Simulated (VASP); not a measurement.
Crystal: MoS.

```
Mo S
1.0
     3.76661    0.00000    0.00000
    -1.88331    3.26198    0.00000
     0.00000    0.00000    5.24973
Mo S
2 2
Direct
  0.00000 0.00000 0.00000
  0.00000 0.00000 0.50000
  0.33333 0.66667 0.25000
  0.66667 0.33333 0.75000
```

| Property | Result |
| --- | --- |
| Program | VASP 6.6.1 |
| Task | relaxation of cell and atoms |
| Functional | PBE |
| Potentials or basis | VASP PAW PBE potentials, release 64 (Mo_sv, S) |
| Cutoff | 500 eV |
| k mesh | 10 × 10 × 6 |
| Occupations | gaussian, width 0.05 eV |
| Spin | collinear spin |
| Starting moments | [3.0, 3.0, 0.0, 0.0] μB |

At the start: pressure -3.4 GPa; volume 16.13 Å³/atom.

Where does the relaxation end?

Over 6 steps the energy falls by 3.5 meV/atom and the volume is 15.80 Å³/atom (-2.0 %); space group P6_3/mmc (No. 194, to 0.1 Å) before and after; moment 0.00 μB per cell.

Step by step:
```
step  energy change (eV)  largest force (eV/Å)  pressure (GPa)  volume (Å³)
   1              0.0000                0.0000           -3.40        64.50
   2              0.0202                0.0000            5.82        61.36
   3             -0.0139                0.0000           -0.04        63.25
   4             -0.0139                0.0000            0.03        63.23
   5             -0.0139                0.0000            0.04        63.21
   6             -0.0140                0.0000            0.05        63.20
```

Final structure:
```xyz
4
Lattice="3.7411 0.0000 0.0000 -1.8705 3.2399 0.0000 0.0000 0.0000 5.2140" Properties=species:S:1:pos:R:3 pbc="T T T"
Mo    0.0000    0.0000    0.0000
Mo    0.0000    0.0000    2.6070
S     0.0000    2.1599    1.3035
S     1.8705    1.0800    3.9105
```
